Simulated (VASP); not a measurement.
# HgF3 (P1) in VASP: single point with r2SCAN

Aim: the single point of HgF3 with r2SCAN.

Program: VASP 6.6.1. These are calculated values, not measurements. Logs are shortened: lines on timing, memory, paths and dates and some standing lists are left out, and cuts for length are marked.

### Step 1. The cell of the first run

The typed cell holds 4 atoms: a = 4.049 Å, b = 4.049 Å, c = 4.049 Å, α = 60.00°, β = 60.00°, γ = 60.00°.

### Step 2. Single point, r2SCAN

Contents of POSCAR:

```
HgF3
1.0
    0.0000000000      2.8631710000      2.8631710000
    2.8631710000      0.0000000000      2.8631710000
    2.8631710000      2.8631710000      0.0000000000
Hg F
1 3
Direct
    0.0125830000      0.0002280000     -0.0084320000
    0.4993640000      0.4945330000      0.5103970000
    0.7627580000      0.7357030000      0.7376920000
    0.2636780000      0.2487450000      0.2377080000
```

Contents of INCAR.step1:

```
SYSTEM = HgF3
ALGO = Normal
EDIFF = 1E-4
ENCUT = 520
GGA = PE
ISMEAR = 0
LASPH = .True.
LCHARG = .False.
LREAL = .False.
LWAVE = .True.
NBANDS = 24
NELM = 100
PREC = Accurate
SIGMA = 0.1
```

Contents of INCAR.step2:

```
SYSTEM = HgF3
ALGO = Normal
EDIFF = 1E-7
ENCUT = 520
ISIF = 2
ISMEAR = 0
ISTART = 1
LASPH = .True.
LCHARG = .False.
LMIXTAU = .True.
LREAL = .False.
LWAVE = .False.
METAGGA = R2SCAN
NBANDS = 24
NELM = 100
PREC = Accurate
SIGMA = 0.1
```

Contents of KPOINTS:

```
k-points
0
Gamma
  9 9 9
  0 0 0
```

Potentials or basis: VASP PAW PBE potentials, release 64 (Hg, F).

Started as:

```sh
$ cat potpaw_PBE.64/Hg/POTCAR potpaw_PBE.64/F/POTCAR > POTCAR
$ cp INCAR.step1 INCAR
$ mpirun -np 1 vasp_std > vasp.out
$ cp INCAR.step2 INCAR
$ mpirun -np 1 vasp_std > vasp.out
```

OUTCAR:

```text
SYSTEM = HgF3
   EDIFF = 1E-7
   ENCUT = 520
   ISIF = 2
   ISMEAR = 0
   ISTART = 1
   LASPH = .True.
   LREAL = .False.
   METAGGA = R2SCAN
   NELM = 100
   PREC = Accurate

 ion  position               nearest neighbor table
   1  0.013  0.000  0.992-   3 2.43   4 2.47   3 2.47   4 2.48   3 2.48   4 2.48   4 2.49   3 2.54
                             2 2.81   2 2.83   2 2.85   2 2.88
   2  0.499  0.495  0.510-   1 2.81   1 2.83   1 2.85   1 2.88
   3  0.763  0.736  0.738-   1 2.43   1 2.47   1 2.48   1 2.54
   4  0.264  0.249  0.238-   1 2.47   1 2.48   1 2.48   1 2.49

  LATTYP: Found a face centered cubic cell.
 ALAT       =     5.7263420000

  Lattice vectors:

 A1 = (   0.0000000000,   2.8631710000,   2.8631710000)
 A2 = (   2.8631710000,   0.0000000000,   2.8631710000)
 A3 = (   2.8631710000,   2.8631710000,   0.0000000000)

Analysis of symmetry for initial positions (statically):
=====================================================================
 Subroutine PRICEL returns:
 Original cell was already a primitive cell.

 Routine SETGRP: Setting up the symmetry group for a
 face centered cubic supercell.

 Subroutine GETGRP returns: Found  1 space group operations
 (whereof  1 operations were pure point group operations)
 out of a pool of 48 trial point group operations.

The static configuration has the point symmetry C_1 .

Analysis of symmetry for dynamics (positions and initial velocities):
=====================================================================
 Subroutine PRICEL returns:
 Original cell was already a primitive cell.

 Routine SETGRP: Setting up the symmetry group for a
 face centered cubic supercell.

 Subroutine GETGRP returns: Found  1 space group operations
 (whereof  1 operations were pure point group operations)
 out of a pool of 48 trial point group operations.

The dynamic configuration has the point symmetry C_1 .

 Subroutine INISYM returns: Found  1 space group operations
 (whereof  1 operations are pure point group operations),
 and found     1 'primitive' translations

----------------------------------------------------------------------------------------

                                     Primitive cell

  volume of cell :      46.9431

  direct lattice vectors                    reciprocal lattice vectors
     0.000000000  2.863171000  2.863171000    -0.174631554  0.174631554  0.174631554
     2.863171000  0.000000000  2.863171000     0.174631554 -0.174631554  0.174631554
     2.863171000  2.863171000  0.000000000     0.174631554  0.174631554 -0.174631554

  length of vectors
     4.049135260  4.049135260  4.049135260     0.302470723  0.302470723  0.302470723

  position of ions in fractional coordinates (direct lattice)
     0.012583000  0.000228000  0.991568000
     0.499364000  0.494533000  0.510397000
     0.762758000  0.735703000  0.737692000
     0.263678000  0.248745000  0.237708000

  ion indices of the primitive-cell ions
   primitive index   ion index
                 1           1
                 2           2
                 3           3
                 4           4

----------------------------------------------------------------------------------------

 KPOINTS: k-points

Automatic generation of k-mesh.
 Grid dimensions read from file:
 generate k-points for:    9    9    9

 Generating k-lattice:

  Cartesian coordinates                     Fractional coordinates (reciprocal lattice)
    -0.019403506  0.019403506  0.019403506     0.111111111  0.000000000  0.000000000
     0.019403506 -0.019403506  0.019403506     0.000000000  0.111111111  0.000000000
     0.019403506  0.019403506 -0.019403506     0.000000000  0.000000000  0.111111111

  Length of vectors
     0.033607858  0.033607858  0.033607858

  Shift w.r.t. Gamma in fractional coordinates (k-lattice)
     0.000000000  0.000000000  0.000000000

 Subroutine IBZKPT returns following result:
 ===========================================

 Found    365 irreducible k-points:

 Following reciprocal coordinates:
            Coordinates               Weight
  0.000000  0.000000  0.000000      1.000000
  0.111111  0.000000  0.000000      2.000000
  0.000000  0.111111  0.000000      2.000000
  0.000000  0.000000  0.111111      2.000000
  0.111111  0.111111  0.111111      2.000000
  0.222222  0.000000  0.000000      2.000000
[... 16 lines left out ...]
  0.111111  0.000000  0.222222      2.000000
  0.111111  0.111111 -0.111111      2.000000
 [... further k-points ...]
   k-points           NKPTS =    365   k-points in BZ     NKDIM =    365   number of bands    NBANDS=     24
   number of dos      NEDOS =    301   number of ions     NIONS =      4
   total plane-waves  NPLWV =  27000
   dimension x,y,z NGX =    30 NGY =   30 NGZ =   30
   dimension x,y,z NGXF=    60 NGYF=   60 NGZF=   60
   ions per type =               1   3
   NGX,Y,Z   is equivalent  to a cutoff of  12.32, 12.32, 12.32 a.u.
   NGXF,Y,Z  is equivalent  to a cutoff of  24.63, 24.63, 24.63 a.u.
 SYSTEM =  HgF3
   PREC   = accura    normal or accurate (medium, high low for compatibility)
   ISTART =      1    job   : 0-new  1-cont  2-samecut
   ICHARG =      0    charge: 1-file 2-atom 10-const
   ISPIN  =      1    spin polarized calculation?
   LNONCOLLINEAR =      F non collinear calculations
   LSORBIT =      F    spin-orbit coupling
   LASPH  =      T    aspherical Exc in radial PAW
   ENCUT  =  520.0 eV  38.22 Ry    6.18 a.u.   7.53  7.53  7.53*2*pi/ulx,y,z
   NELM   =    100;   NELMIN=  2; NELMDL=  0     # of ELM steps
   EDIFF  = 0.1E-06   stopping-criterion for ELM
   LREAL  =      F    real-space projection
   EDIFFG = 0.1E-05   stopping-criterion for IOM
   NSW    =      0    number of steps for IOM
   IBRION =     -1    ionic relax: 0-MD 1-quasi-New 2-CG
   NFREE  =      0    steps in history (QN), initial steepest desc. (CG)
   ISIF   =      2    stress and relaxation
   ISYM   =      2    0-nonsym 1-usesym 2-fastsym
   POTIM  = 0.5000    time-step for ionic-motion
   TEBEG  =    0.0;   TEEND  =   0.0 temperature during run
   PSTRESS=    0.0 pullay stress
   NELECT =      33.0000    total number of electrons
   NUPDOWN=      -1.0000    fix difference up-down
   EMIN   =  10.00;   EMAX   =-10.00  energy-range for DOS
   EFERMI =   0.00;   METHOD = LEGACY
   ISMEAR =     0;   SIGMA  =   0.10  broadening in eV -4-tet -1-fermi 0-gaus
   EFERMI_NEDOS =   21; number of points for ismear=-14 and -15
   IALGO  =     38    algorithm
   IMIX   =      4    mixing-type and parameters
     AMIX     =   0.40;   BMIX     =  1.00
     AMIX_MAG =   1.60;   BMIX_MAG =  1.00
  volume/ion in A,a.u.               =      11.74        79.20
  Fermi-wavevector in a.u.,A,eV,Ry     =   1.455645  2.750771 28.829424  2.118903
  Thomas-Fermi vector in A             =   2.572656
   LORBIT       =      0    0 simple, 1 ext, 2 COOP (PROOUT), +10 PAW based schemes
   METAGGA = R2SCAN    functional components
   LHFCALC =     F    Hartree Fock is set to
   AEXX    =    0.0000 exact exchange contribution
   IVDW    =     0    specifies the selected vdW correction
   LEPSILON=     F    determine dielectric tensor
   LRPA    =     F    only Hartree local field effects (RPA)
 non-spin polarized calculation
 Gauss-broadening in eV      SIGMA  =   0.10
  energy-cutoff  :      520.00
  volume of cell :       46.94
 maximum number of plane-waves:      1283
 NGX is ok and might be reduce to    30
   NGX = 15   NGY = 15   NGZ = 15

 number of electron      33.0000002 magnetization

 Free energy of the ion-electron system (eV)
  ---------------------------------------------------
  ext. energy  EPLUGINS =         0.00000000
  ---------------------------------------------------
  free energy    TOTEN  =       -62.28891385 eV

  energy without entropy =      -62.24416314  energy(sigma->0) =      -62.26653849

 E-fermi :  -1.2495     XC(G=0): -11.7091

 val. band max:       -1.2505733762   @ k =   0.3333   0.4444  -0.4444
 cond. band min:      -1.2489650794   @ k =   0.1111   0.2222   0.2222
 fundamental gap:      0.0016082968
 Fermi energy:        -1.2495387434

 k-point     1 :       0.0000    0.0000    0.0000
  band No.  band energies     occupation
      1     -23.6877      2.00000
      2     -22.6758      2.00000
      3     -21.7475      2.00000
      4      -6.3278      2.00000
      5      -6.2923      2.00000
      6      -6.2477      2.00000
[... 16 lines left out ...]
     23      18.1306      0.00000
     24      20.4058      0.00000

 k-point     2 :       0.1111    0.0000    0.0000
  band No.  band energies     occupation
      1     -23.6446      2.00000
      2     -22.6962      2.00000
      3     -21.7739      2.00000
      4      -6.2856      2.00000
      5      -6.2323      2.00000
      6      -6.1832      2.00000
[... 16 lines left out ...]
     23      18.3339      0.00000
     24      20.3339      0.00000

 k-point     3 :       0.0000    0.1111    0.0000
  band No.  band energies     occupation
      1     -23.6452      2.00000
      2     -22.6964      2.00000
      3     -21.7726      2.00000
      4      -6.2504      2.00000
      5      -6.2426      2.00000
      6      -6.1977      2.00000
[... 16 lines left out ...]
     23      18.3141      0.00000
     24      20.2481      0.00000
[... 514 lines left out ...]
 k-point    23 :       0.1111    0.0000    0.2222
  band No.  band energies     occupation
      1     -23.5362      2.00000
      2     -22.7440      2.00000
      3     -21.8416      2.00000
      4      -6.1985      2.00000
      5      -6.1584      2.00000
      6      -5.9078      2.00000
[... 16 lines left out ...]
     23      18.5601      0.00000
     24      19.6757      0.00000

 k-point    24 :       0.1111    0.1111   -0.1111
  band No.  band energies     occupation
      1     -23.5368      2.00000
      2     -22.7445      2.00000
      3     -21.8400      2.00000
      4      -6.2108      2.00000
      5      -6.1311      2.00000
      6      -5.9144      2.00000
[... 16 lines left out ...]
     23      18.5901      0.00000
     24      19.6947      0.00000

 [... further k-points ...]

------------------------ aborting loop because EDIFF is reached ----------------------------------------

  FORCE on cell =-STRESS in cart. coord.  units (eV):
  Direction    XX          YY          ZZ          XY          YZ          ZX
  --------------------------------------------------------------------------------------
  -------------------------------------------------------------------------------------
  Total       -1.3107017     -1.2541546     -1.2533238      0.0698982      0.0684917      0.0026222
  in kB      -44.7345016    -42.8045374    -42.7761810      2.3856375      2.3376363      0.0894965
  external PRESSURE =     -43.4384066 kB  Pullay stress =       0.0000000 kB

 VOLUME and BASIS-vectors are now :
 -----------------------------------------------------------------------------
  energy-cutoff  :      520.00
  volume of cell :       46.94
      direct lattice vectors                 reciprocal lattice vectors
     0.000000000  2.863171000  2.863171000    -0.174631554  0.174631554  0.174631554
     2.863171000  0.000000000  2.863171000     0.174631554 -0.174631554  0.174631554
     2.863171000  2.863171000  0.000000000     0.174631554  0.174631554 -0.174631554

 POSITION                                       TOTAL-FORCE (eV/Angst)
 -----------------------------------------------------------------------------------
      2.83968      2.87506      0.03668        -0.112162     -0.020818     -0.027405
      2.87729      2.89112      2.84570        -0.178183     -0.068228      0.059131
      4.21858      4.29604      4.29035         0.180426      0.031790      0.031665
      1.39280      1.43555      1.46715         0.109919      0.057256     -0.063391
 -----------------------------------------------------------------------------------
    total drift:                               -0.007450      0.001114      0.003974

  FREE ENERGIE OF THE ION-ELECTRON SYSTEM (eV)
  ---------------------------------------------------
  free  energy   TOTEN  =       -62.2889138456 eV

  energy  without entropy=      -62.2441631376  energy(sigma->0) =      -62.26653849
```

It took 30 min on 1 thread of Intel Xeon 8259CL, shared host; peak memory 0.45 GiB.

What came out:

- Free energy: -62.2889 eV
- Pressure: -4.3 GPa
- Largest force: 0.200 eV/Å
- Band gap on the k mesh: zero (an odd number of electrons rules out a gap without spin polarisation)

Forces in eV/Å, atoms in the order of the input:
```
Hg  -0.112 -0.021 -0.027
F   -0.178 -0.068  0.059
F    0.180  0.032  0.032
F    0.110  0.057 -0.063
```

Levels at points of the mesh, in eV from the Fermi level:
| k point | band 15 | band 16 | band 17 | band 18 | band 19 | band 20 |
| --- | --- | --- | --- | --- | --- | --- |
| (0.00, 0.00, 0.00) | -0.56 | -0.49 | -0.47 | 1.92 | 13.58 | 13.65 |

Caveat: the cell stands under tension; the PAW data sets were made with another functional, which shifts forces and pressure a little; spin-orbit coupling is left out, which moves the levels of the heavy elements; an odd number of electrons without spin polarisation forces a metal; a magnetic or distorted state may lie lower.
